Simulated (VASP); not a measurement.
Crystal: LiF.

```
Li F
1.0
     0.00000    2.03227    2.03227
     2.03227    0.00000    2.03227
     2.03227    2.03227    0.00000
Li F
1 1
Direct
  0.25000 0.25000 0.25000
  0.50000 0.50000 0.50000
```

- Program: VASP 6.6.1
- Task: relaxation of cell and atoms
- Functional: PBE
- Potentials or basis: VASP PAW PBE potentials, release 64 (Li_sv, F)
- Cutoff: 600 eV
- k mesh: 8 × 8 × 8
- Occupations: gaussian, width 0.1 eV
- Spin: no spin polarisation

At the start: pressure 17.0 GPa; volume 8.39 Å³/atom.

Question: Where does the relaxation end?

Answer: Over 4 steps the energy falls by 87.6 meV/atom and the volume is 10.38 Å³/atom (+23.6 %); space group F-43m (No. 216, to 0.05 Å).

Step by step:
```tsv
step	energy change (eV)	largest force (eV/Å)	pressure (GPa)	volume (Å³)
1	0.0000	0.0000	16.97	16.79
2	-0.1492	0.0000	5.29	19.04
3	-0.1702	0.0000	-1.96	21.50
4	-0.1752	0.0000	-0.11	20.75
```

Final structure:
```
Li F
1.0
     0.00000    2.18114    2.18114
     2.18114    0.00000    2.18114
     2.18114    2.18114    0.00000
Li F
1 1
Direct
  0.25000 0.25000 0.25000
  0.50000 0.50000 0.50000
```

Caveat: the cutoff is under 1.25 times the usual one of these potentials, so pressure, stress and relaxed cells hold a basis-set (Pulay) error; the volume moved by over 15 % at a fixed basis, so the end points are rough.
